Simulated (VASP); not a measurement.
Write the native input for VASP 6.6.1 that does the following.

```yaml
Task: electric field gradients
Functional: PBEsol
Potentials_or_basis: VASP PAW PBE potentials, release 64 (Zn)
Cutoff: 520 eV
k_mesh: 18 × 18 × 8
Occupations: fermi-dirac, width 0.03 eV
Spin: no spin polarisation
Dipole_correction: no
Further_INCAR_settings: ALGO = Normal; EDIFF = 1e-08; NBANDS = 19
```

The structure of Zn lies in POSCAR:

```
Zn
1.0
    2.6824462367      0.0000000000      0.0000000000
   -1.3412231184      2.3230665853      0.0000000000
    0.0000000000      0.0000000000      4.9794605574
Zn
2
Direct
    0.3333333333      0.6666666667      0.2500000000
    0.6666666667      0.3333333333      0.7500000000
```

This cell differs from its parent crystal: volume scaled by 1.02.

These files were run (other wordings do the same):

INCAR

```
SYSTEM = Zn
PREC = Accurate
ENCUT = 520
EDIFF = 1E-8
ISMEAR = -1
SIGMA = 0.03
LREAL = .False.
LASPH = .True.
NELM = 60
ALGO = Normal
ISIF = 2
LWAVE = .False.
LCHARG = .False.
GGA = PS
LEFG = .True.
NBANDS = 19
```

KPOINTS

```
regular mesh
0
Gamma
  18 18 8
  0 0 0
```

Potentials or basis: VASP PAW PBE potentials, release 64 (Zn).

Command:

```console
$ cat potpaw_PBE.64/Zn/POTCAR > POTCAR
$ mpirun -np 1 vasp_std > vasp.out
```

It gave:

The pressure is -6.2 GPa. The band gap on the k mesh is zero (band 12 reaches 4.39 eV, above the bottom of band 13 at -0.25 eV).

Caveat: without QUAD_EFG the Cq values of the log hold for a quadrupole moment of 1 mb, not for the nuclei; the PAW data sets were made with another functional, which shifts forces and pressure a little.

Wall time 38 s on 1 thread of AMD EPYC 9R45 96-Core Processor (Zen 5) (shared host), peak memory 0.18 GiB.
